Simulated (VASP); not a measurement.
# Cs3O2 (P-3m1) in VASP: notebook

Cs3O2 is run at these levels: PBE; tasks: single point.

Program: VASP 6.6.1. These are calculated values, not measurements. Logs are shortened: lines on timing, memory, paths and dates and some standing lists are left out, and cuts for length are marked.

### 1 The cell of the first run

It takes space group P-3m1 (No. 164, trigonal). Conventional cell: a = 4.790 Å, b = 4.790 Å, c = 7.453 Å, α = 90.00°, β = 90.00°, γ = 120.00°. Within 4.4 Å of Cs (site symmetry -3m) lie 6 O at 3.31 Å and 6 Cs at 3.83 Å. Within 3.9 Å of Cs (site symmetry 3m) lie 4 O at 2.88 to 2.98 Å and 6 Cs at 3.51 to 3.83 Å. O (site symmetry 3m) has 7 Cs at 2.88 to 3.31 Å within 3.8 Å.

### 2 Single point, PBE

Contents of INCAR:

```
PREC = Accurate ; ENCUT = 600
EDIFF = 1E-6 ; ISMEAR = 0
SIGMA = 0.1 ; LREAL = False
LASPH = True ; NELM = 120
ALGO = Normal ; ISIF = 2
LWAVE = False ; LCHARG = False
GGA = PE ; NBANDS = 28
GGA_COMPAT = False
```

Contents of KPOINTS:

```
Automatic mesh
0
Gamma
  6 6 4
```

Contents of POSCAR:

```
Cs3O2
1.0
    4.7902420351      0.0000000000      0.0000000000
   -2.3951210176      4.1484712927      0.0000000000
    0.0000000000      0.0000000000      7.4528384963
Cs O
3 2
Direct
    0.0000000000      0.0000000000      0.0000000000
    0.3333333333      0.6666666667      0.6450000000
    0.6666666667      0.3333333333      0.3550000000
    0.3333333333      0.6666666667      0.2450000000
    0.6666666667      0.3333333333      0.7550000000
```

Potentials or basis: VASP PAW PBE potentials, release 64 (Cs_sv, O).

On the command line:

```sh
$ cat potpaw_PBE.64/Cs_sv/POTCAR potpaw_PBE.64/O/POTCAR > POTCAR
$ mpirun -np 1 vasp_std > vasp.out
```

OUTCAR:

```text
PREC = Accurate
   ENCUT = 600
   EDIFF = 1E-6
   ISMEAR = 0
   LREAL = False
   LASPH = True
   NELM = 120
   ISIF = 2
   GGA = PE

 ion  position               nearest neighbor table
   1  0.000  0.000  0.000-
   2  0.333  0.667  0.645-
   3  0.667  0.333  0.355-
   4  0.333  0.667  0.245-
   5  0.667  0.333  0.755-

  LATTYP: Found a hexagonal cell.
 ALAT       =     4.7902420351
 C/A-ratio  =     1.5558375635

  Lattice vectors:

 A1 = (   4.7902420351,   0.0000000000,   0.0000000000)
 A2 = (  -2.3951210176,   4.1484712927,   0.0000000000)
 A3 = (   0.0000000000,   0.0000000000,   7.4528384963)

Analysis of symmetry for initial positions (statically):
=====================================================================
 Subroutine PRICEL returns:
 Original cell was already a primitive cell.

 Routine SETGRP: Setting up the symmetry group for a
 hexagonal supercell.

 Subroutine GETGRP returns: Found 12 space group operations
 (whereof 12 operations were pure point group operations)
 out of a pool of 24 trial point group operations.

The static configuration has the point symmetry D_3d.

Analysis of symmetry for dynamics (positions and initial velocities):
=====================================================================
 Subroutine PRICEL returns:
 Original cell was already a primitive cell.

 Routine SETGRP: Setting up the symmetry group for a
 hexagonal supercell.

 Subroutine GETGRP returns: Found 12 space group operations
 (whereof 12 operations were pure point group operations)
 out of a pool of 24 trial point group operations.

The dynamic configuration has the point symmetry D_3d.

 Subroutine INISYM returns: Found 12 space group operations
 (whereof 12 operations are pure point group operations),
 and found     1 'primitive' translations

----------------------------------------------------------------------------------------

                                     Primitive cell

  volume of cell :     148.1042

  direct lattice vectors                    reciprocal lattice vectors
     4.790242035  0.000000000  0.000000000     0.208757719  0.120526325  0.000000000
    -2.395121018  4.148471293  0.000000000     0.000000000  0.241052650  0.000000000
     0.000000000  0.000000000  7.452838496     0.000000000  0.000000000  0.134177066

  length of vectors
     4.790242035  4.790242035  7.452838496     0.241052650  0.241052650  0.134177066

  position of ions in fractional coordinates (direct lattice)
     0.000000000  0.000000000  0.000000000
     0.333333333  0.666666667  0.645000000
     0.666666667  0.333333333  0.355000000
     0.333333333  0.666666667  0.245000000
     0.666666667  0.333333333  0.755000000

  ion indices of the primitive-cell ions
   primitive index   ion index
                 1           1
                 2           2
                 3           3
                 4           4
                 5           5

----------------------------------------------------------------------------------------

 KPOINTS: Automatic mesh

Automatic generation of k-mesh.
 Grid dimensions read from file:
 generate k-points for:    6    6    4

 Generating k-lattice:

  Cartesian coordinates                     Fractional coordinates (reciprocal lattice)
     0.034792953  0.020087721  0.000000000     0.166666667  0.000000000  0.000000000
     0.000000000  0.040175442  0.000000000     0.000000000  0.166666667  0.000000000
     0.000000000  0.000000000  0.033544266     0.000000000  0.000000000  0.250000000

  Length of vectors
     0.040175442  0.040175442  0.033544266

  Shift w.r.t. Gamma in fractional coordinates (k-lattice)
     0.000000000  0.000000000  0.000000000

 Subroutine IBZKPT returns following result:
 ===========================================

 Found     24 irreducible k-points:

 Following reciprocal coordinates:
            Coordinates               Weight
  0.000000  0.000000  0.000000      1.000000
  0.166667 -0.000000  0.000000      6.000000
  0.333333 -0.000000  0.000000      6.000000
  0.500000  0.000000  0.000000      3.000000
  0.166667  0.166667  0.000000      6.000000
  0.333333  0.166667  0.000000     12.000000
[... 16 lines left out ...]
  0.333333  0.166667  0.500000     12.000000
  0.333333  0.333333  0.500000      2.000000
   k-points           NKPTS =     24   k-points in BZ     NKDIM =     24   number of bands    NBANDS=     28
   number of dos      NEDOS =    301   number of ions     NIONS =      5
   total plane-waves  NPLWV =  96000
   dimension x,y,z NGX =    40 NGY =   40 NGZ =   60
   dimension x,y,z NGXF=    80 NGYF=   80 NGZF=  120
   ions per type =               3   2
   NGX,Y,Z   is equivalent  to a cutoff of  13.88, 13.88, 13.38 a.u.
   NGXF,Y,Z  is equivalent  to a cutoff of  27.76, 27.76, 26.77 a.u.
 SYSTEM =  unknown system
   PREC   = accura    normal or accurate (medium, high low for compatibility)
   ISTART =      0    job   : 0-new  1-cont  2-samecut
   ICHARG =      2    charge: 1-file 2-atom 10-const
   ISPIN  =      1    spin polarized calculation?
   LNONCOLLINEAR =      F non collinear calculations
   LSORBIT =      F    spin-orbit coupling
   LASPH  =      T    aspherical Exc in radial PAW
   ENCUT  =  600.0 eV  44.10 Ry    6.64 a.u.   9.57  9.57 14.89*2*pi/ulx,y,z
   NELM   =    120;   NELMIN=  2; NELMDL= -5     # of ELM steps
   EDIFF  = 0.1E-05   stopping-criterion for ELM
   LREAL  =      F    real-space projection
   EDIFFG = 0.1E-04   stopping-criterion for IOM
   NSW    =      0    number of steps for IOM
   IBRION =     -1    ionic relax: 0-MD 1-quasi-New 2-CG
   NFREE  =      0    steps in history (QN), initial steepest desc. (CG)
   ISIF   =      2    stress and relaxation
   ISYM   =      2    0-nonsym 1-usesym 2-fastsym
   POTIM  = 0.5000    time-step for ionic-motion
   TEBEG  =    0.0;   TEEND  =   0.0 temperature during run
   PSTRESS=    0.0 pullay stress
   NELECT =      39.0000    total number of electrons
   NUPDOWN=      -1.0000    fix difference up-down
   EMIN   =  10.00;   EMAX   =-10.00  energy-range for DOS
   EFERMI =   0.00;   METHOD = LEGACY
   ISMEAR =     0;   SIGMA  =   0.10  broadening in eV -4-tet -1-fermi 0-gaus
   EFERMI_NEDOS =   21; number of points for ismear=-14 and -15
   IALGO  =     38    algorithm
   IMIX   =      4    mixing-type and parameters
     AMIX     =   0.40;   BMIX     =  1.00
     AMIX_MAG =   1.60;   BMIX_MAG =  1.00
  volume/ion in A,a.u.               =      29.62       199.89
  Fermi-wavevector in a.u.,A,eV,Ry     =   1.049318  1.982924 14.980954  1.101069
  Thomas-Fermi vector in A             =   2.184276
   LORBIT       =      0    0 simple, 1 ext, 2 COOP (PROOUT), +10 PAW based schemes
   GGA     = PE    functional components
   LHFCALC =     F    Hartree Fock is set to
   AEXX    =    0.0000 exact exchange contribution
   IVDW    =     0    specifies the selected vdW correction
   LEPSILON=     F    determine dielectric tensor
   LRPA    =     F    only Hartree local field effects (RPA)
 non-spin polarized calculation
 Gauss-broadening in eV      SIGMA  =   0.10
  energy-cutoff  :      600.00
  volume of cell :      148.10
 maximum number of plane-waves:      4997
 NGX is ok and might be reduce to    40
   NGX = 19   NGY = 19   NGZ = 29

 number of electron      39.0000005 magnetization

 Free energy of the ion-electron system (eV)
  ---------------------------------------------------
  ext. energy  EPLUGINS =         0.00000000
  ---------------------------------------------------
  free energy    TOTEN  =       -16.46570016 eV

  energy without entropy =      -16.40367464  energy(sigma->0) =      -16.43468740

 E-fermi :   1.0885     XC(G=0):  -8.5199

 val. band max:        1.0624102712   @ k =   0.5000   0.0000   0.2500
 cond. band min:       1.0896148958   @ k =  -0.1667   0.5000   0.2500
 fundamental gap:      0.0272046245
 Fermi energy:         1.0884750269

 k-point     1 :       0.0000    0.0000    0.0000
  band No.  band energies     occupation
      1     -19.9600      2.00000
      2     -19.6235      2.00000
      3     -19.2840      2.00000
      4     -13.6720      2.00000
      5     -13.5163      2.00000
      6      -7.0312      2.00000
[... 20 lines left out ...]
     27       7.4952      0.00000
     28       8.1856      0.00000

 k-point     2 :       0.1667   -0.0000    0.0000
  band No.  band energies     occupation
      1     -19.9145      2.00000
      2     -19.6208      2.00000
      3     -19.3028      2.00000
      4     -13.6996      2.00000
      5     -13.5586      2.00000
      6      -7.2140      2.00000
[... 20 lines left out ...]
     27       7.6945      0.00000
     28       7.8619      0.00000

 k-point     3 :       0.3333   -0.0000    0.0000
  band No.  band energies     occupation
      1     -19.8082      2.00000
      2     -19.6120      2.00000
      3     -19.3587      2.00000
      4     -13.7448      2.00000
      5     -13.6524      2.00000
      6      -7.4098      2.00000
[... 20 lines left out ...]
     27       8.1293      0.00000
     28       8.2278      0.00000

 k-point     4 :       0.5000    0.0000    0.0000
  band No.  band energies     occupation
      1     -19.7428      2.00000
      2     -19.6001      2.00000
      3     -19.4062      2.00000
      4     -13.7524      2.00000
      5     -13.7140      2.00000
      6      -7.4822      2.00000
[... 578 lines left out ...]
     27       7.1959      0.00000
     28       7.9487      0.00000

 k-point    23 :       0.3333    0.1667    0.5000
  band No.  band energies     occupation
      1     -19.7438      2.00000
      2     -19.5956      2.00000
      3     -19.4095      2.00000
      4     -13.7692      2.00000
      5     -13.7031      2.00000
      6      -7.4541      2.00000
[... 20 lines left out ...]
     27       7.8457      0.00000
     28       8.3196      0.00000

 k-point    24 :       0.3333    0.3333    0.5000
  band No.  band energies     occupation
      1     -19.7301      2.00000
      2     -19.5017      2.00000
      3     -19.5017      2.00000
      4     -13.7541      2.00000
      5     -13.7541      2.00000
      6      -7.6180      2.00000
[... 20 lines left out ...]
     27       7.4122      0.00000
     28       8.5492      0.00000

------------------------ aborting loop because EDIFF is reached ----------------------------------------

  FORCE on cell =-STRESS in cart. coord.  units (eV):
  Direction    XX          YY          ZZ          XY          YZ          ZX
  --------------------------------------------------------------------------------------
  -------------------------------------------------------------------------------------
  Total        1.0861287      1.0861287      2.1129302     -0.0000000      0.0000000      0.0000000
  in kB       11.7496415     11.7496415     22.8574868     -0.0000000      0.0000000      0.0000000
  external PRESSURE =      15.4522566 kB  Pullay stress =       0.0000000 kB

 VOLUME and BASIS-vectors are now :
 -----------------------------------------------------------------------------
  energy-cutoff  :      600.00
  volume of cell :      148.10
      direct lattice vectors                 reciprocal lattice vectors
     4.790242035  0.000000000  0.000000000     0.208757719  0.120526325  0.000000000
    -2.395121018  4.148471293  0.000000000     0.000000000  0.241052650  0.000000000
     0.000000000  0.000000000  7.452838496     0.000000000  0.000000000  0.134177066

 POSITION                                       TOTAL-FORCE (eV/Angst)
 -----------------------------------------------------------------------------------
      0.00000      0.00000      0.00000        -0.000000      0.000000      0.000000
     -0.00000      2.76565      4.80708        -0.000000     -0.000000      0.600784
      2.39512      1.38282      2.64576         0.000000      0.000000     -0.600784
     -0.00000      2.76565      1.82595         0.000000      0.000000      0.014841
      2.39512      1.38282      5.62689        -0.000000     -0.000000     -0.014841
 -----------------------------------------------------------------------------------
    total drift:                                0.000000     -0.000000      0.000000

  FREE ENERGIE OF THE ION-ELECTRON SYSTEM (eV)
  ---------------------------------------------------
  free  energy   TOTEN  =       -16.4657001646 eV

  energy  without entropy=      -16.4036746368  energy(sigma->0) =      -16.43468740
```

Wall time 1.8 min (1 thread of Intel Xeon 8259CL, shared host); peak memory 0.34 GiB.

What came out:

```
Free energy            : -16.4657 eV
Pressure               : 1.5 GPa
Largest force          : 0.601 eV/Å
Band gap on the k mesh : zero (an odd number of electrons rules out a gap without spin polarisation)
```

Forces in eV/Å, atoms in the order of the input:
```
Cs   0.000  0.000  0.000
Cs   0.000  0.000  0.601
Cs   0.000  0.000 -0.601
O    0.000  0.000  0.015
O    0.000  0.000 -0.015
```

Stress tensor (GPa, compression positive):
```
1.17 0.00 0.00
0.00 1.17 0.00
0.00 0.00 2.29
```

Caveat: spin-orbit coupling is left out, which moves the levels of the heavy elements.

### 3 Single point, PBE, collinear spin, ferromagnetic start

Contents of INCAR:

```
SYSTEM = Cs3O2
PREC = Accurate
ENCUT = 600
EDIFF = 1E-6
ISMEAR = 0
SIGMA = 0.1
LREAL = .False.
LASPH = .True.
NELM = 200
ALGO = Normal
ISIF = 2
LWAVE = .False.
LCHARG = .True.
ISPIN = 2
MAGMOM = 0 0 0 1 1
LORBIT = 11
GGA = PE
LELF = .True.
LVHAR = .True.
NBANDS = 32
GGA_COMPAT = .False.
```

Contents of KPOINTS:

```
regular mesh
0
Gamma
  6 6 4
  0 0 0
```

POSCAR is that of step 2.

Potentials or basis: VASP PAW PBE potentials, release 64 (Cs_sv, O).

On the command line:

```sh
$ cat potpaw_PBE.64/Cs_sv/POTCAR potpaw_PBE.64/O/POTCAR > POTCAR
$ mpirun -np 1 vasp_std > vasp.out
```

It took 4.7 min on 1 thread of Intel Xeon 8259CL, shared host; peak memory 0.48 GiB.

The run converged. Its results:

```
Free energy                                           : -16.5734 eV
Pressure                                              : 1.6 GPa
Largest force                                         : 0.603 eV/Å
Band gap on the k mesh                                : zero (filled and empty bands overlap)
Net moment                                            : 1.00 μB per cell
Site moments                                          : Cs +0.01; O +0.39 μB
Valence electrons inside the program's atomic spheres : Cs 6.57, 6.60 (each value once); O 4.83
```

Forces in eV/Å, atoms in the order of the input:
```
Cs   0.000  0.000  0.000
Cs   0.000  0.000  0.603
Cs   0.000  0.000 -0.603
O    0.000  0.000 -0.003
O    0.000  0.000  0.003
```

Stress tensor (GPa, compression positive):
```
1.22 0.00 0.00
0.00 1.22 0.00
0.00 0.00 2.43
```

Levels at points of the mesh, in eV from the Fermi level:
Spin up:
```csv
k point,band 17,band 18,band 19,band 20,band 21,band 22,band 23,band 24
"(0.00, 0.00, 0.00)",-1.08,-1.08,-0.90,-0.74,2.72,3.89,4.16,4.16
"(0.50, 0.00, 0.00)",-0.86,-0.76,-0.57,-0.46,3.17,4.43,5.01,5.70
"(0.00, 0.00, 0.50)",-1.34,-0.86,-0.86,-0.55,3.62,4.38,4.60,5.29
"(0.50, 0.00, 0.50)",-0.73,-0.71,-0.68,-0.60,3.64,4.48,4.86,4.89
```
Spin down:
| k point | band 16 | band 17 | band 18 | band 19 | band 20 | band 21 | band 22 | band 23 |
| --- | --- | --- | --- | --- | --- | --- | --- | --- |
| (0.00, 0.00, 0.00) | -0.53 | -0.46 | -0.46 | -0.42 | -0.27 | 2.74 | 3.96 | 4.16 |
| (0.50, 0.00, 0.00) | -0.30 | -0.21 | -0.15 | 0.08 | 0.12 | 3.20 | 4.45 | 5.05 |
| (0.00, 0.00, 0.50) | -0.76 | -0.76 | -0.20 | -0.20 | -0.04 | 3.65 | 4.46 | 4.67 |
| (0.50, 0.00, 0.50) | -0.31 | -0.13 | -0.06 | -0.04 | 0.05 | 3.68 | 4.50 | 4.87 |

Caveat: spin-orbit coupling is left out, which moves the levels of the heavy elements.

### 4 Single point, PBE, collinear spin, ferromagnetic start

This run uses another cell than the first one, of 33.21 Å³/atom.

Contents of INCAR:

```
SYSTEM = Cs3O2
PREC = Accurate
ENCUT = 520
EDIFF = 1E-7
ISMEAR = 0
SIGMA = 0.1
LREAL = .FALSE.
LASPH = .TRUE.
NELM = 150
ALGO = Normal
ISIF = 2
LWAVE = .FALSE.
LCHARG = .FALSE.
ISPIN = 2
MAGMOM = 0 0 0 0.54 0.54
LORBIT = 11
GGA = PE
NBANDS = 32
```

Contents of KPOINTS:

```
regular mesh
0
G
  6 6 4
  0 0 0
```

Contents of POSCAR:

```
Cs3O2
1.0
    4.4572419412      0.0000000000      0.0000000000
   -2.2286209706      3.8600847518      0.0000000000
    0.0000000000      0.0000000000      9.6510331403
Cs O
3 2
Direct
    0.0000000000      0.0000000000      0.0000000000
    0.3333333333      0.6666666667      0.6815073380
    0.6666666667      0.3333333333      0.3184926620
    0.3333333333      0.6666666667      0.2032474064
    0.6666666667      0.3333333333      0.7967525936
```

On the command line:

```sh
$ cat potpaw_PBE.64/Cs_sv/POTCAR potpaw_PBE.64/O/POTCAR > POTCAR
$ mpirun -np 1 vasp_std > vasp.out
```

Wall time 11 min (1 thread of Oxide Virtual Turin-like, shared host); peak memory 0.43 GiB.

The run converged. Its results:

| Quantity | Value |
| --- | --- |
| Free energy | -16.8465 eV |
| Pressure | 0.1 GPa |
| Largest force | 0.047 eV/Å |
| Band gap on the k mesh | zero (filled and empty bands overlap) |
| Net moment | 1.00 μB per cell |
| Site moments | Cs +0.02, +0.01 (each value once); O +0.39 μB |
| Valence electrons inside the program's atomic spheres | Cs 6.57, 6.58 (each value once); O 4.84 |

Forces in eV/Å, atoms in the order of the input:
```
Cs   0.000  0.000  0.000
Cs   0.000  0.000 -0.046
Cs   0.000  0.000  0.046
O    0.000  0.000 -0.047
O    0.000  0.000  0.047
```

Stress tensor (GPa, compression positive):
```
0.10 0.00 0.00
0.00 0.10 0.00
0.00 0.00 0.22
```

Levels at points of the mesh, in eV from the Fermi level:
Spin up:
| k point | band 17 | band 18 | band 19 | band 20 | band 21 | band 22 | band 23 | band 24 |
| --- | --- | --- | --- | --- | --- | --- | --- | --- |
| (0.00, 0.00, 0.00) | -1.09 | -0.95 | -0.95 | -0.94 | 1.89 | 4.27 | 4.30 | 5.19 |
| (0.50, 0.00, 0.00) | -0.78 | -0.66 | -0.63 | -0.41 | 3.06 | 3.55 | 3.92 | 5.01 |
| (0.00, 0.00, 0.50) | -1.11 | -0.93 | -0.93 | -0.92 | 2.31 | 3.72 | 4.30 | 5.60 |
| (0.50, 0.00, 0.50) | -0.81 | -0.67 | -0.59 | -0.41 | 3.17 | 3.73 | 4.02 | 4.39 |
Spin down:
```tsv
k point	band 16	band 17	band 18	band 19	band 20	band 21	band 22	band 23
(0.00, 0.00, 0.00)	-0.50	-0.50	-0.40	-0.35	-0.35	1.92	4.39	4.40
(0.50, 0.00, 0.00)	-0.30	-0.17	-0.07	0.00	0.21	3.07	3.56	3.99
(0.00, 0.00, 0.50)	-0.52	-0.52	-0.39	-0.32	-0.32	2.37	3.75	4.44
(0.50, 0.00, 0.50)	-0.24	-0.21	-0.08	0.04	0.21	3.18	3.82	4.04
```

Caveat: spin-orbit coupling is left out, which moves the levels of the heavy elements.

### 5 Summary

```tsv
spin	cell	cutoff (eV)	gap on the mesh (eV)	pressure (GPa)	moment (μB)	largest force (eV/Å)
off	a = 4.790, b = 4.790, c = 7.453 Å, angles 90.0, 90.0, 120.0°, 5 atoms, atomic positions A	600	none	1.5	-	0.60
collinear, ferromagnetic start	a = 4.790, b = 4.790, c = 7.453 Å, angles 90.0, 90.0, 120.0°, 5 atoms, atomic positions A	600	none	1.6	1.00	0.60
collinear, ferromagnetic start	a = 4.457, b = 4.457, c = 9.651 Å, angles 90.0, 90.0, 120.0°, 5 atoms, atomic positions B	520	none	0.1	1.00	0.05
```

Alike in all rows: task single point; level PBE; potentials or basis VASP PAW PBE potentials, release 64 (Cs_sv, O); k mesh 6 × 6 × 4; smearing gaussian 0.1 eV.

Caveats: spin-orbit coupling is left out, which moves the levels of the heavy elements.

Absolute energies hang on the potentials; compare differences alone.

The gap in the log of VASP goes by the Fermi energy; the results here count the filled bands.